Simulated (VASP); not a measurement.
# BeTe (F-43m) in VASP: notebook

The runs below take BeTe through relaxation of cell and atoms, single point, with LDA.

All numbers are computed with VASP 6.6.1; they aren't measurements. Logs are shortened: lines on timing, memory, paths and dates and some standing lists are left out, and cuts for length are marked.

## 1. The cell of the first run

Symmetry: F-43m, No. 216, cubic system. The conventional cell has a = 5.555 Å, b = 5.555 Å, c = 5.555 Å, α = 90.00°, β = 90.00°, γ = 90.00°. Be (site symmetry -43m) has 4 Te at 2.41 Å within 3.2 Å. Within 3.2 Å of Te (site symmetry -43m) lie 4 Be at 2.41 Å.

## 2. Relaxation of cell and atoms, LDA

INCAR

```
SYSTEM = BeTe
PREC = Accurate ; ENCUT = 600
EDIFF = 1E-7 ; ISMEAR = 0
SIGMA = 0.01 ; LREAL = .FALSE.
LASPH = .TRUE. ; NELM = 80
ALGO = Normal ; ISIF = 3
LWAVE = .FALSE. ; LCHARG = .FALSE.
IBRION = 2 ; NSW = 80
EDIFFG = -0.001
```

KPOINTS

```
regular mesh
0
G
  8 8 8
  0 0 0
```

POSCAR

```
BeTe
1.0
    0.0000000000      2.7773062588      2.7773062588
    2.7773062588      0.0000000000      2.7773062588
    2.7773062588      2.7773062588      0.0000000000
Be Te
1 1
Direct
    0.0000000000      0.0000000000      0.0000000000
    0.7500000000      0.7500000000      0.7500000000
```

Potentials or basis: VASP PAW LDA potentials, release 64 (Be, Te).

The run is started by

```bash
$ cat potpaw_LDA.64/Be/POTCAR potpaw_LDA.64/Te/POTCAR > POTCAR
$ mpirun -np 1 vasp_std > vasp.out
```

OUTCAR:

```text
SYSTEM = BeTe
   PREC = Accurate
   ENCUT = 600
   EDIFF = 1E-7
   ISMEAR = 0
   LREAL = .FALSE.
   LASPH = .TRUE.
   NELM = 80
   ISIF = 3
   IBRION = 2
   NSW = 80
   EDIFFG = -0.001

 ion  position               nearest neighbor table
   1  0.000  0.000  0.000-   2 2.41   2 2.41   2 2.41   2 2.41
   2  0.750  0.750  0.750-   1 2.41   1 2.41   1 2.41   1 2.41

  LATTYP: Found a face centered cubic cell.
 ALAT       =     5.5546125176

  Lattice vectors:

 A1 = (   0.0000000000,   2.7773062588,   2.7773062588)
 A2 = (   2.7773062588,   0.0000000000,   2.7773062588)
 A3 = (   2.7773062588,   2.7773062588,   0.0000000000)

Analysis of symmetry for initial positions (statically):
=====================================================================
 Subroutine PRICEL returns:
 Original cell was already a primitive cell.

 Routine SETGRP: Setting up the symmetry group for a
 face centered cubic supercell.

 Subroutine GETGRP returns: Found 24 space group operations
 (whereof 24 operations were pure point group operations)
 out of a pool of 48 trial point group operations.

The static configuration has the point symmetry T_d .

Analysis of symmetry for dynamics (positions and initial velocities):
=====================================================================
 Subroutine PRICEL returns:
 Original cell was already a primitive cell.

 Routine SETGRP: Setting up the symmetry group for a
 face centered cubic supercell.

 Subroutine GETGRP returns: Found 24 space group operations
 (whereof 24 operations were pure point group operations)
 out of a pool of 48 trial point group operations.

The dynamic configuration has the point symmetry T_d .

 Subroutine INISYM returns: Found 24 space group operations
 (whereof 24 operations are pure point group operations),
 and found     1 'primitive' translations

----------------------------------------------------------------------------------------

                                     Primitive cell

  volume of cell :      42.8451

  direct lattice vectors                    reciprocal lattice vectors
     0.000000000  2.777306259  2.777306259    -0.180030560  0.180030560  0.180030560
     2.777306259  0.000000000  2.777306259     0.180030560 -0.180030560  0.180030560
     2.777306259  2.777306259  0.000000000     0.180030560  0.180030560 -0.180030560

  length of vectors
     3.927704178  3.927704178  3.927704178     0.311822076  0.311822076  0.311822076

  position of ions in fractional coordinates (direct lattice)
     0.000000000  0.000000000  0.000000000
     0.750000000  0.750000000  0.750000000

  ion indices of the primitive-cell ions
   primitive index   ion index
                 1           1
                 2           2

----------------------------------------------------------------------------------------

 KPOINTS: regular mesh

Automatic generation of k-mesh.
 Grid dimensions read from file:
 generate k-points for:    8    8    8

 Generating k-lattice:

  Cartesian coordinates                     Fractional coordinates (reciprocal lattice)
    -0.022503820  0.022503820  0.022503820     0.125000000  0.000000000  0.000000000
     0.022503820 -0.022503820  0.022503820     0.000000000  0.125000000  0.000000000
     0.022503820  0.022503820 -0.022503820     0.000000000  0.000000000  0.125000000

  Length of vectors
     0.038977760  0.038977760  0.038977760

  Shift w.r.t. Gamma in fractional coordinates (k-lattice)
     0.000000000  0.000000000  0.000000000

 Subroutine IBZKPT returns following result:
 ===========================================

 Found     29 irreducible k-points:

 Following reciprocal coordinates:
            Coordinates               Weight
  0.000000  0.000000  0.000000      1.000000
  0.125000  0.000000  0.000000      8.000000
  0.250000  0.000000  0.000000      8.000000
  0.375000  0.000000  0.000000      8.000000
  0.500000  0.000000  0.000000      4.000000
  0.125000  0.125000  0.000000      6.000000
[... 16 lines left out ...]
  0.500000  0.250000  0.125000     48.000000
 -0.375000  0.250000  0.125000     24.000000
 [... further k-points ...]
   k-points           NKPTS =     29   k-points in BZ     NKDIM =     29   number of bands    NBANDS=      8
   number of dos      NEDOS =    301   number of ions     NIONS =      2
   total plane-waves  NPLWV =  32768
   dimension x,y,z NGX =    32 NGY =   32 NGZ =   32
   dimension x,y,z NGXF=    64 NGYF=   64 NGZF=   64
   ions per type =               1   1
   NGX,Y,Z   is equivalent  to a cutoff of  13.54, 13.54, 13.54 a.u.
   NGXF,Y,Z  is equivalent  to a cutoff of  27.09, 27.09, 27.09 a.u.
 SYSTEM =  BeTe
   PREC   = accura    normal or accurate (medium, high low for compatibility)
   ISTART =      0    job   : 0-new  1-cont  2-samecut
   ICHARG =      2    charge: 1-file 2-atom 10-const
   ISPIN  =      1    spin polarized calculation?
   LNONCOLLINEAR =      F non collinear calculations
   LSORBIT =      F    spin-orbit coupling
   LASPH  =      T    aspherical Exc in radial PAW
   ENCUT  =  600.0 eV  44.10 Ry    6.64 a.u.   7.84  7.84  7.84*2*pi/ulx,y,z
   NELM   =     80;   NELMIN=  2; NELMDL= -5     # of ELM steps
   EDIFF  = 0.1E-06   stopping-criterion for ELM
   LREAL  =      F    real-space projection
   EDIFFG = -.1E-02   stopping-criterion for IOM
   NSW    =     80    number of steps for IOM
   IBRION =      2    ionic relax: 0-MD 1-quasi-New 2-CG
   NFREE  =      1    steps in history (QN), initial steepest desc. (CG)
   ISIF   =      3    stress and relaxation
   ISYM   =      2    0-nonsym 1-usesym 2-fastsym
   POTIM  = 0.5000    time-step for ionic-motion
   TEBEG  =    0.0;   TEEND  =   0.0 temperature during run
   PSTRESS=    0.0 pullay stress
   NELECT =       8.0000    total number of electrons
   NUPDOWN=      -1.0000    fix difference up-down
   EMIN   =  10.00;   EMAX   =-10.00  energy-range for DOS
   EFERMI =   0.00;   METHOD = LEGACY
   ISMEAR =     0;   SIGMA  =   0.01  broadening in eV -4-tet -1-fermi 0-gaus
   EFERMI_NEDOS =   21; number of points for ismear=-14 and -15
   IALGO  =     38    algorithm
   IMIX   =      4    mixing-type and parameters
     AMIX     =   0.40;   BMIX     =  1.00
     AMIX_MAG =   1.60;   BMIX_MAG =  1.00
  volume/ion in A,a.u.               =      21.42       144.57
  Fermi-wavevector in a.u.,A,eV,Ry     =   0.935702  1.768221 11.912430  0.875539
  Thomas-Fermi vector in A             =   2.062637
   LORBIT       =      0    0 simple, 1 ext, 2 COOP (PROOUT), +10 PAW based schemes
   GGA     = CA    functional components
   LHFCALC =     F    Hartree Fock is set to
   AEXX    =    0.0000 exact exchange contribution
   IVDW    =     0    specifies the selected vdW correction
   LEPSILON=     F    determine dielectric tensor
   LRPA    =     F    only Hartree local field effects (RPA)
 conjugate gradient relaxation of ions
 non-spin polarized calculation
 Gauss-broadening in eV      SIGMA  =   0.01
  energy-cutoff  :      600.00
  volume of cell :       42.85
 maximum number of plane-waves:      1459
   NGX = 15   NGY = 15   NGZ = 15

--------------------------------------- Ionic step        1  -------------------------------------------

 number of electron       8.0000000 magnetization

 Free energy of the ion-electron system (eV)
  ---------------------------------------------------
  ext. energy  EPLUGINS =         0.00000000
  ---------------------------------------------------
  free energy    TOTEN  =        -8.72655382 eV

  energy without entropy =       -8.72655382  energy(sigma->0) =       -8.72655382

------------------------ aborting loop because EDIFF is reached ----------------------------------------

  FORCE on cell =-STRESS in cart. coord.  units (eV):
  Direction    XX          YY          ZZ          XY          YZ          ZX
  --------------------------------------------------------------------------------------
  -------------------------------------------------------------------------------------
  Total        0.0729520      0.0729520      0.0729520     -0.0000000      0.0000000      0.0000000
  in kB        2.7280126      2.7280126      2.7280126     -0.0000000      0.0000000      0.0000000
  external PRESSURE =       2.7280126 kB  Pullay stress =       0.0000000 kB

 VOLUME and BASIS-vectors are now :
 -----------------------------------------------------------------------------
  energy-cutoff  :      600.00
  volume of cell :       42.85
      direct lattice vectors                 reciprocal lattice vectors
     0.000000000  2.777306259  2.777306259    -0.180030560  0.180030560  0.180030560
     2.777306259  0.000000000  2.777306259     0.180030560 -0.180030560  0.180030560
     2.777306259  2.777306259  0.000000000     0.180030560  0.180030560 -0.180030560
[... 37 lines left out ...]
 POSITION                                       TOTAL-FORCE (eV/Angst)
 -----------------------------------------------------------------------------------
      2.78219      2.78219      5.56439         0.000000      0.000000      0.000000
      4.17329      4.17329      4.17329        -0.000000     -0.000000     -0.000000
 -----------------------------------------------------------------------------------
    total drift:                               -0.000000     -0.000000     -0.000000

  FREE ENERGIE OF THE ION-ELECTRON SYSTEM (eV)
  ---------------------------------------------------
  free  energy   TOTEN  =        -8.7266950200 eV

  energy  without entropy=       -8.7266950200  energy(sigma->0) =       -8.72669502

--------------------------------------- Ionic step        3  -------------------------------------------

 number of electron       8.0000000 magnetization

 Free energy of the ion-electron system (eV)
  ---------------------------------------------------
  ext. energy  EPLUGINS =         0.00000000
  ---------------------------------------------------
  free energy    TOTEN  =        -8.72670502 eV

  energy without entropy =       -8.72670502  energy(sigma->0) =       -8.72670502

 E-fermi :   5.4177     XC(G=0):  -9.4147

 val. band max:        5.3691959794   @ k =   0.0000   0.0000   0.0000
 cond. band min:       7.1496696208   @ k =   0.5000   0.5000   0.0000
 fundamental gap:      1.7804736414
 Fermi energy:         5.4177491256

 k-point     1 :       0.0000    0.0000    0.0000
  band No.  band energies     occupation
      1      -7.1991      2.00000
      2       5.3692      2.00000
      3       5.3692      2.00000
      4       5.3692      2.00000
      5       8.9222      0.00000
      6       8.9222      0.00000
      7       8.9222      0.00000
      8       9.3686      0.00000

 k-point     2 :       0.1250    0.0000    0.0000
  band No.  band energies     occupation
      1      -7.0442      2.00000
      2       4.0021      2.00000
      3       5.1175      2.00000
      4       5.1175      2.00000
      5       8.9180      0.00000
      6       9.2824      0.00000
      7       9.2824      0.00000
      8      10.6350      0.00000
[... 221 lines left out ...]
 k-point    23 :       0.5000    0.2500    0.1250
  band No.  band energies     occupation
      1      -5.7685      2.00000
      2       0.5688      2.00000
      3       2.4497      2.00000
      4       3.5894      2.00000
      5       9.3469      0.00000
      6      10.0556      0.00000
      7      11.2932      0.00000
      8      12.3297      0.00000

 k-point    24 :      -0.3750    0.2500    0.1250
  band No.  band energies     occupation
      1      -5.5178      2.00000
      2       0.0433      2.00000
      3       2.3439      2.00000
      4       3.3516      2.00000
      5       9.4911      0.00000
      6       9.7662      0.00000
      7      12.1031      0.00000
      8      13.1610      0.00000

 [... further k-points ...]
[... 5 lines left out ...]
  --------------------------------------------------------------------------------------
  -------------------------------------------------------------------------------------
  Total       -0.0002314     -0.0002314     -0.0002314      0.0000000     -0.0000000     -0.0000000
  in kB       -0.0086178     -0.0086178     -0.0086178      0.0000000     -0.0000000     -0.0000000
  external PRESSURE =      -0.0086178 kB  Pullay stress =       0.0000000 kB

 VOLUME and BASIS-vectors are now :
 -----------------------------------------------------------------------------
  energy-cutoff  :      600.00
  volume of cell :       43.03
      direct lattice vectors                 reciprocal lattice vectors
     0.000000000  2.781193446  2.781193446    -0.179778936  0.179778936  0.179778936
     2.781193446  0.000000000  2.781193446     0.179778936 -0.179778936  0.179778936
     2.781193446  2.781193446  0.000000000     0.179778936  0.179778936 -0.179778936

 POSITION                                       TOTAL-FORCE (eV/Angst)
 -----------------------------------------------------------------------------------
      0.00000      0.00000      0.00000         0.000000      0.000000      0.000000
      4.17179      4.17179      4.17179        -0.000000     -0.000000     -0.000000
 -----------------------------------------------------------------------------------
    total drift:                               -0.000000     -0.000000     -0.000000

  FREE ENERGIE OF THE ION-ELECTRON SYSTEM (eV)
  ---------------------------------------------------
  free  energy   TOTEN  =        -8.7267050240 eV

  energy  without entropy=       -8.7267050240  energy(sigma->0) =       -8.72670502

 reached required accuracy - stopping structural energy minimisation
```

It took 17 s on 1 thread of Intel Xeon Platinum 8259CL at 2.50GHz (Skylake/Cascade Lake), shared host; peak memory 0.16 GiB.

Results:

```
Free energy                            : -8.7267 eV
Relaxed volume                         : 21.51 Å³/atom
Relaxed cell                           : a = 3.933 Å, b = 3.933 Å, c = 3.933 Å, α = 60.00°, β = 60.00°, γ = 60.00°
Space group after relaxing (to 0.05 Å) : F-43m (No. 216)
Energy gained by relaxing              : 0.1 meV/atom
Ionic steps                            : 3
Pressure after relaxing                : 0.0 GPa
Band gap on the k mesh                 : 1.78 eV, indirect (least direct gap 3.55 eV)
```

Step by step:
| step | energy change (eV) | largest force (eV/Å) | pressure (GPa) | volume (Å³) |
| --- | --- | --- | --- | --- |
| 1 | 0.0000 | 0.0000 | 0.27 | 42.85 |
| 2 | -0.0001 | 0.0000 | -0.07 | 43.07 |
| 3 | -0.0002 | 0.0000 | 0.00 | 43.03 |

Final structure:
```cif
data_structure
_symmetry_space_group_name_H-M 'P 1'
_symmetry_Int_Tables_number 1
_cell_length_a 3.9332
_cell_length_b 3.9332
_cell_length_c 3.9332
_cell_angle_alpha 60.000
_cell_angle_beta 60.000
_cell_angle_gamma 60.000
_cell_volume 43.03
loop_
_atom_site_label
_atom_site_type_symbol
_atom_site_fract_x
_atom_site_fract_y
_atom_site_fract_z
_atom_site_occupancy
Be1 Be 0.00000 0.00000 0.00000 1
Te1 Te 0.75000 0.75000 0.75000 1
```

Caveat: spin-orbit coupling is left out, which moves the levels of the heavy elements. A k mesh can miss the band edges.

## 3. Single point, LDA

This run uses another cell than the first one, of 15.43 Å³/atom, 0.720 times its volume.

INCAR

```
  PREC = Accurate
  ENCUT = 520
  EDIFF = 1E-7
  ISMEAR = 0
  SIGMA = 0.01
  LREAL = F
  LASPH = T
  NELM = 80
  ALGO = Normal
  ISIF = 2
  LWAVE = F
  LCHARG = T
  LELF = T
  LVHAR = T
  NBANDS = 11
```

KPOINTS

```
Automatic mesh
0
Gamma
  8 8 8
```

POSCAR

```
BeTe
1.0
    0.0000000000      2.4894469292      2.4894469292
    2.4894469292      0.0000000000      2.4894469292
    2.4894469292      2.4894469292      0.0000000000
Be Te
1 1
Direct
    0.0000000000      0.0000000000      0.0000000000
    0.7500000000      0.7500000000      0.7500000000
```

Potentials or basis: VASP PAW LDA potentials, release 64 (Be, Te).

The run is started by

```bash
$ cat potpaw_LDA.64/Be/POTCAR potpaw_LDA.64/Te/POTCAR > POTCAR
$ mpirun -np 1 vasp_std > vasp.out
```

It took 9.1 s on 1 thread of Intel Xeon 6975P-C (Granite Rapids), shared host; peak memory 0.14 GiB.

The run converged. Its results:

```yaml
Free_energy: -7.5464 eV
Pressure: 40.9 GPa
Band_gap_on_the_k_mesh: 0.75 eV, indirect (least direct gap 3.06 eV)
```

Levels at points of the mesh, in eV from the valence-band top:
| k point | band 1 | band 2 | band 3 | band 4 | band 5 | band 6 | band 7 | band 8 | band 9 |
| --- | --- | --- | --- | --- | --- | --- | --- | --- | --- |
| (0.00, 0.00, 0.00) | -15.41 | 0.00 | 0.00 | 0.00 | 3.06 | 3.06 | 3.06 | 6.81 | 8.57 |
| (0.50, 0.00, 0.00) | -12.94 | -8.42 | -1.94 | -1.94 | 4.18 | 4.18 | 4.20 | 7.13 | 12.48 |
| (0.50, 0.50, 0.00) | -12.01 | -7.47 | -4.38 | -4.38 | 0.75 | 1.92 | 11.98 | 11.98 | 13.52 |

Caveat: spin-orbit coupling is left out, which moves the levels of the heavy elements. A k mesh can miss the band edges.

[end of part 1 of 2]
